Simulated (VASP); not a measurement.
# Ru (P6/mmm) in VASP: a series of runs

Runs on Ru. Level: PBE. Tasks: relaxation of shape and atoms at fixed volume.

Everything below comes from runs of VASP 6.6.1. Logs are shortened: lines on timing, memory, paths and dates and some standing lists are left out, and cuts for length are marked.

### Step 1. The cell of the first run

Symmetry: P6/mmm, No. 191, hexagonal system. Conventional cell: a = 2.182 Å, b = 2.182 Å, c = 2.006 Å, α = 90.00°, β = 90.00°, γ = 120.00°. Ru (site symmetry 6/mmm) has 8 Ru at 2.01 to 2.18 Å within 2.7 Å.

This isn't the form of Ru at room conditions, which is hcp.

### Step 2. Relaxation of shape and atoms at fixed volume, PBE

Contents of INCAR:

```
PREC = Accurate
ENCUT = 600
EDIFF = 1E-6
ISMEAR = -1
SIGMA = 0.05
LREAL = F
LASPH = T
NELM = 80
ALGO = Normal
ISIF = 4
LWAVE = F
LCHARG = F
GGA = PE
IBRION = 2
NSW = 50
EDIFFG = -0.005
```

Contents of KPOINTS:

```
regular mesh
0
Gamma
  17 17 15
```

Contents of POSCAR:

```
Ru
1.0
    2.1822447581      0.0000000000      0.0000000000
   -1.0911223790      1.8898793978      0.0000000000
    0.0000000000      0.0000000000      2.0058243767
Ru
1
Direct
    0.0000000000      0.0000000000      0.0000000000
```

Potentials or basis: VASP PAW PBE potentials, release 64 (Ru_pv).

Launch:

```
$ cat potpaw_PBE.64/Ru_pv/POTCAR > POTCAR
$ mpirun -np 1 vasp_std > vasp.out
```

OUTCAR:

```text
PREC = Accurate
   ENCUT = 600
   EDIFF = 1E-6
   ISMEAR = -1
   LREAL = F
   LASPH = T
   NELM = 80
   ISIF = 4
   GGA = PE
   IBRION = 2
   NSW = 50
   EDIFFG = -0.005

 ion  position               nearest neighbor table
   1  0.000  0.000  0.000-

  LATTYP: Found a hexagonal cell.
 ALAT       =     2.1822447581
 C/A-ratio  =     0.9191564646

  Lattice vectors:

 A1 = (   2.1822447581,   0.0000000000,   0.0000000000)
 A2 = (  -1.0911223790,   1.8898793978,   0.0000000000)
 A3 = (   0.0000000000,   0.0000000000,   2.0058243767)

Analysis of symmetry for initial positions (statically):
=====================================================================
 Subroutine PRICEL returns:
 Original cell was already a primitive cell.

 Routine SETGRP: Setting up the symmetry group for a
 hexagonal supercell.

 Subroutine GETGRP returns: Found 24 space group operations
 (whereof 24 operations were pure point group operations)
 out of a pool of 24 trial point group operations.

The static configuration has the point symmetry D_6h.

Analysis of symmetry for dynamics (positions and initial velocities):
=====================================================================
 Subroutine PRICEL returns:
 Original cell was already a primitive cell.

 Routine SETGRP: Setting up the symmetry group for a
 hexagonal supercell.

 Subroutine GETGRP returns: Found 24 space group operations
 (whereof 24 operations were pure point group operations)
 out of a pool of 24 trial point group operations.

The dynamic configuration has the point symmetry D_6h.

 Subroutine INISYM returns: Found 24 space group operations
 (whereof 24 operations are pure point group operations),
 and found     1 'primitive' translations

----------------------------------------------------------------------------------------

                                     Primitive cell

  volume of cell :       8.2724

  direct lattice vectors                    reciprocal lattice vectors
     2.182244758  0.000000000  0.000000000     0.458243740  0.264567147  0.000000000
    -1.091122379  1.889879398  0.000000000     0.000000000  0.529134294  0.000000000
     0.000000000  0.000000000  2.005824377     0.000000000  0.000000000  0.498548134

  length of vectors
     2.182244758  2.182244758  2.005824377     0.529134294  0.529134294  0.498548134

  position of ions in fractional coordinates (direct lattice)
     0.000000000  0.000000000  0.000000000

  ion indices of the primitive-cell ions
   primitive index   ion index
                 1           1

----------------------------------------------------------------------------------------

 KPOINTS: regular mesh

Automatic generation of k-mesh.
 Grid dimensions read from file:
 generate k-points for:   17   17   15

 Generating k-lattice:

  Cartesian coordinates                     Fractional coordinates (reciprocal lattice)
     0.026955514  0.015562773  0.000000000     0.058823529 -0.000000000  0.000000000
     0.000000000  0.031125547  0.000000000     0.000000000  0.058823529  0.000000000
     0.000000000  0.000000000  0.033236542     0.000000000  0.000000000  0.066666667

  Length of vectors
     0.031125547  0.031125547  0.033236542

  Shift w.r.t. Gamma in fractional coordinates (k-lattice)
     0.000000000  0.000000000  0.000000000

 Subroutine IBZKPT returns following result:
 ===========================================

 Found    264 irreducible k-points:

 Following reciprocal coordinates:
            Coordinates               Weight
  0.000000  0.000000  0.000000      1.000000
  0.058824  0.000000  0.000000      6.000000
  0.117647  0.000000  0.000000      6.000000
  0.176471  0.000000  0.000000      6.000000
  0.235294  0.000000  0.000000      6.000000
  0.294118 -0.000000  0.000000      6.000000
[... 16 lines left out ...]
  0.411765  0.117647  0.000000     12.000000
  0.176471  0.176471  0.000000      6.000000
 [... further k-points ...]
   k-points           NKPTS =    264   k-points in BZ     NKDIM =    264   number of bands    NBANDS=     11
   number of dos      NEDOS =    301   number of ions     NIONS =      1
   total plane-waves  NPLWV =   5184
   dimension x,y,z NGX =    18 NGY =   18 NGZ =   16
   dimension x,y,z NGXF=    36 NGYF=   36 NGZF=   32
   ions per type =               1
   NGX,Y,Z   is equivalent  to a cutoff of  13.71, 13.71, 13.26 a.u.
   NGXF,Y,Z  is equivalent  to a cutoff of  27.43, 27.43, 26.52 a.u.
 SYSTEM =  unknown system
   PREC   = accura    normal or accurate (medium, high low for compatibility)
   ISTART =      0    job   : 0-new  1-cont  2-samecut
   ICHARG =      2    charge: 1-file 2-atom 10-const
   ISPIN  =      1    spin polarized calculation?
   LNONCOLLINEAR =      F non collinear calculations
   LSORBIT =      F    spin-orbit coupling
   LASPH  =      T    aspherical Exc in radial PAW
   ENCUT  =  600.0 eV  44.10 Ry    6.64 a.u.   4.36  4.36  4.01*2*pi/ulx,y,z
   NELM   =     80;   NELMIN=  2; NELMDL= -5     # of ELM steps
   EDIFF  = 0.1E-05   stopping-criterion for ELM
   LREAL  =      F    real-space projection
   EDIFFG = -.5E-02   stopping-criterion for IOM
   NSW    =     50    number of steps for IOM
   IBRION =      2    ionic relax: 0-MD 1-quasi-New 2-CG
   NFREE  =      1    steps in history (QN), initial steepest desc. (CG)
   ISIF   =      4    stress and relaxation
   ISYM   =      2    0-nonsym 1-usesym 2-fastsym
   POTIM  = 0.5000    time-step for ionic-motion
   TEBEG  =    0.0;   TEEND  =   0.0 temperature during run
   PSTRESS=    0.0 pullay stress
   NELECT =      14.0000    total number of electrons
   NUPDOWN=      -1.0000    fix difference up-down
   EMIN   =  10.00;   EMAX   =-10.00  energy-range for DOS
   EFERMI =   0.00;   METHOD = LEGACY
   ISMEAR =    -1;   SIGMA  =   0.05  broadening in eV -4-tet -1-fermi 0-gaus
   EFERMI_NEDOS =   21; number of points for ismear=-14 and -15
   IALGO  =     38    algorithm
   IMIX   =      4    mixing-type and parameters
     AMIX     =   0.40;   BMIX     =  1.00
     AMIX_MAG =   1.60;   BMIX_MAG =  1.00
  volume/ion in A,a.u.               =       8.27        55.82
  Fermi-wavevector in a.u.,A,eV,Ry     =   1.950926  3.686715 51.785276  3.806110
  Thomas-Fermi vector in A             =   2.978340
   LORBIT       =      0    0 simple, 1 ext, 2 COOP (PROOUT), +10 PAW based schemes
   GGA     = PE    functional components
   LHFCALC =     F    Hartree Fock is set to
   AEXX    =    0.0000 exact exchange contribution
   IVDW    =     0    specifies the selected vdW correction
   LEPSILON=     F    determine dielectric tensor
   LRPA    =     F    only Hartree local field effects (RPA)
 conjugate gradient relaxation of ions
 non-spin polarized calculation
  energy-cutoff  :      600.00
  volume of cell :        8.27
 maximum number of plane-waves:       289
 NGX is ok and might be reduce to    18
   NGX =  9   NGY =  9   NGZ =  9

--------------------------------------- Ionic step        1  -------------------------------------------

 number of electron      14.0000000 magnetization

 Free energy of the ion-electron system (eV)
  ---------------------------------------------------
  ext. energy  EPLUGINS =         0.00000000
  ---------------------------------------------------
  free energy    TOTEN  =        -1.23449819 eV

  energy without entropy =       -1.23108213  energy(sigma->0) =       -1.23279016

------------------------ aborting loop because EDIFF is reached ----------------------------------------

  FORCE on cell =-STRESS in cart. coord.  units (eV):
  Direction    XX          YY          ZZ          XY          YZ          ZX
  --------------------------------------------------------------------------------------
  -------------------------------------------------------------------------------------
  Total       29.2787818     29.2787818     32.2162199      0.0000000      0.0000000     -0.0000000
  in kB     5670.6537674   5670.6537674   6239.5706852      0.0000002      0.0000000     -0.0000000
  external PRESSURE =    5860.2927400 kB  Pullay stress =       0.0000000 kB
[... 90 lines left out ...]
  energy  without entropy=       -1.2473286055  energy(sigma->0) =       -1.24895954

--------------------------------------- Ionic step        4  -------------------------------------------

 number of electron      14.0000005 magnetization

 Free energy of the ion-electron system (eV)
  ---------------------------------------------------
  ext. energy  EPLUGINS =         0.00000000
  ---------------------------------------------------
  free energy    TOTEN  =        -1.25061276 eV

  energy without entropy =       -1.24736273  energy(sigma->0) =       -1.24898774

 E-fermi :  24.4482     XC(G=0): -17.2947

 val. band max:       24.4265994239   @ k =   0.0588   0.0588   0.2667
 cond. band min:      24.4521719063   @ k =   0.2941  -0.0000   0.1333
 fundamental gap:      0.0255724824
 Fermi energy:        24.4481543465

 k-point     1 :       0.0000    0.0000    0.0000
  band No.  band energies     occupation
      1     -18.1188      2.00000
      2     -18.1188      2.00000
      3     -17.9129      2.00000
      4      12.6117      2.00000
      5      14.0785      2.00000
      6      18.7273      2.00000
      7      18.7273      2.00000
      8      28.9935      0.00000
      9      28.9935      0.00000
     10      34.9775      0.00000
     11      37.7012      0.00000
[... 309 lines left out ...]
 k-point    24 :       0.1765    0.1765    0.0000
  band No.  band energies     occupation
      1     -21.5999      2.00000
      2     -19.3927      2.00000
      3     -17.4500      2.00000
      4      14.8687      2.00000
      5      15.7785      2.00000
      6      18.2692      2.00000
      7      24.3793      1.59684
      8      26.4866      0.00000
      9      27.3953      0.00000
     10      34.9761      0.00000
     11      43.6795      0.00000

 [... further k-points ...]
[... 5 lines left out ...]
  --------------------------------------------------------------------------------------
  -------------------------------------------------------------------------------------
  Total       30.2198372     30.2198372     30.2183221      0.0000000      0.0000000      0.0000000
  in kB     5852.9154118   5852.9154118   5852.6219768      0.0000002      0.0000000      0.0000000
  external PRESSURE =    5852.8176002 kB  Pullay stress =       0.0000000 kB
[... 16 lines left out ...]
  FREE ENERGIE OF THE ION-ELECTRON SYSTEM (eV)
  ---------------------------------------------------
  free  energy   TOTEN  =        -1.2506127575 eV

  energy  without entropy=       -1.2473627309  energy(sigma->0) =       -1.24898774

 reached required accuracy - stopping structural energy minimisation
```

Run time: 82 s. Hardware: 1 thread of Intel Xeon 8259CL, shared host; peak memory 0.15 GiB.

Results:

```yaml
Free_energy: -1.2506 eV
Pressure_after_relaxing: 585.3 GPa
Band_gap_on_the_k_mesh: zero (bands 7 and 8 overlap by 8.30 eV)
```

Final structure:
```xyz
1
Lattice="2.1705 0.0000 0.0000 -1.0852 1.8797 0.0000 0.0000 0.0000 2.0277" Properties=species:S:1:pos:R:3 pbc="T T T"
Ru    0.0000    0.0000    0.0000
```

Levels at points of the mesh, in eV from the Fermi level:
| k point | band 4 | band 5 | band 6 | band 7 | band 8 | band 9 | band 10 | band 11 |
| --- | --- | --- | --- | --- | --- | --- | --- | --- |
| (0.00, 0.00, 0.00) | -11.84 | -10.37 | -5.72 | -5.72 | 4.55 | 4.55 | 10.53 | 13.25 |

Caveat: atoms lie so close that the PAW spheres overlap strongly, which falsifies energies and pressures.

### Step 3. Relaxation of shape and atoms at fixed volume, PBE

This run uses another cell than the first one, of 9.78 Å³/atom.

Contents of INCAR:

```
SYSTEM = Ru
PREC = Accurate
ENCUT = 600
EDIFF = 1E-7
ISMEAR = -1
SIGMA = 0.05
LREAL = .FALSE.
LASPH = .TRUE.
NELM = 100
ALGO = Normal
ISIF = 4
LWAVE = .FALSE.
LCHARG = .FALSE.
GGA = PE
IBRION = 2
NSW = 50
EDIFFG = -0.005
```

Contents of KPOINTS:

```
regular mesh
0
G
  17 17 15
  0 0 0
```

Contents of POSCAR:

```
Ru
1.0
    2.3072094119      0.0000000000      0.0000000000
   -1.1536047059      1.9981019625      0.0000000000
    0.0000000000      0.0000000000      2.1206864461
Ru
1
Direct
    0.0000000000      0.0000000000      0.0000000000
```

Potentials or basis: VASP PAW PBE potentials, release 64 (Ru_pv).

Launch:

```
$ cat potpaw_PBE.64/Ru_pv/POTCAR > POTCAR
$ mpirun -np 1 vasp_std > vasp.out
```

It took 1.9 min on 1 thread of Intel Xeon 8259CL, shared host; peak memory 0.15 GiB.

Results (log left out):

```
Free energy               : -5.1956 eV
Energy gained by relaxing : 7.6 meV/atom
Ionic steps               : 4
Pressure after relaxing   : 289.6 GPa
Band gap on the k mesh    : zero (bands 7 and 8 overlap by 6.48 eV)
```

Stress tensor (GPa, compression positive):
```
289.63   0.00   0.00
  0.00 289.63   0.00
  0.00   0.00 289.56
```

The path:
| step | energy change (eV) | largest force (eV/Å) | pressure (GPa) | volume (Å³) |
| --- | --- | --- | --- | --- |
| 1 | 0.0000 | 0.0000 | 290.36 | 9.78 |
| 2 | 0.1619 | 0.0000 | 295.69 | 9.78 |
| 3 | -0.0076 | 0.0000 | 289.59 | 9.78 |
| 4 | -0.0076 | 0.0000 | 289.61 | 9.78 |

Final structure:
```
Ru
1.0
     2.29676    0.00000    0.00000
    -1.14838    1.98905    0.00000
     0.00000    0.00000    2.14002
Ru
1
Direct
  0.00000 0.00000 0.00000
```

Levels at points of the mesh, in eV from the Fermi level:
```csv
k point,band 5,band 6,band 7,band 8,band 9,band 10
"(0.00, 0.00, 0.00)",-9.46,-4.42,-4.42,3.61,3.61,10.67
```
